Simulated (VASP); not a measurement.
Cu, 1 atom in the cell. The structure is cubic, space group Fm-3m (No. 225). Conventional cell: a = 3.564 Å, b = 3.564 Å, c = 3.564 Å, α = 90.00°, β = 90.00°, γ = 90.00°. Cu (site symmetry m-3m) has 12 Cu at 2.52 Å within 3.3 Å. 

| Quantity | Value |
| --- | --- |
| Program | VASP 6.6.1 |
| Task | relaxation of cell and atoms |
| Functional | PBEsol |
| Potentials or basis | VASP PAW PBE potentials, release 64 (Cu) |
| Cutoff | 600 eV |
| k mesh | 16 × 16 × 16 |
| Occupations | fermi-dirac, width 0.15 eV |
| Spin | no spin polarisation |
| Dipole correction | no |
| Further INCAR settings | ALGO = Fast; EDIFF = 1e-07; IBRION = 2; EDIFFG = -0.001; NSW = 80; ISIF = 3 |

Potentials or basis: VASP PAW PBE potentials, release 64 (Cu).

Launch:

```bash
$ cat potpaw_PBE.64/Cu/POTCAR > POTCAR
$ mpirun -np 1 vasp_std > vasp.out
```

Hardware: 1 thread of Intel Xeon 6975P-C (shared host).

Task: How long does it take, and how much memory?

Result: It took 74 s on 1 thread of Intel Xeon 6975P-C, with other jobs on the host, peak memory 0.11 GiB. Counts: scf iterations 32, k points 145, ion steps 3.
